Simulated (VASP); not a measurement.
Here is a VASP 6.6.1 calculation.

File INCAR:

```
PREC     = Accurate       # precision mode
ENCUT    = 520            # plane-wave cutoff, eV
EDIFF    = 1E-6           # SCF threshold, eV
ISMEAR   = -1             # smearing method
SIGMA    = 0.02           # smearing width, eV
LREAL    = F              # projectors in reciprocal space
LASPH    = T              # aspherical terms in the spheres
NELM     = 100            # most SCF steps
ALGO     = Normal         # electronic algorithm
ISIF     = 2              # what is computed and relaxed
LWAVE    = F              # write WAVECAR
LCHARG   = T              # write CHGCAR
LDIPOL   = T            
IDIPOL   = 3            
DIPOL    = 0.5 0.5 0.345
GGA      = PE             # functional
LELF     = T              # ELF
LVHAR    = T            
LVACPOTAV= T            
NBANDS   = 12             # bands
```

KPOINTS

```
Automatic mesh
0
Gamma
  12 12 1
```

Contents of POSCAR:

```
Sb
1.0
    4.1051829901      0.0000000000      0.0000000000
   -2.0525914950      3.4485369739      0.0000000000
    0.0000000000      0.0000000000     26.8552477996
Sb
2
Direct
    0.3318483307      0.6636966613      0.3145893443
    0.6681516693      0.3363033387      0.3753176727
```

Potentials or basis: VASP PAW PBE potentials, release 64 (Sb).

Command:

```console
$ cat potpaw_PBE.64/Sb/POTCAR > POTCAR
$ mpirun -np 1 vasp_std > vasp.out
```

Problem. Predict the band gap on the k mesh.

Solution. 0.95 eV (least direct gap 1.55 eV).

Problem. Estimate the ionisation potential of the upper face.

Solution. 4.65 eV.

Problem. What does it give for the largest force?

Solution. 0.397 eV/Å.

Forces in eV/Å, atoms in the order of the input:
```
Sb   0.000 -0.015 -0.396
Sb   0.000  0.015  0.396
```

Caveat: the cell differs from its parent crystal (uniaxial y strain -3.0%); spin-orbit coupling is left out, which moves the levels of the heavy elements.
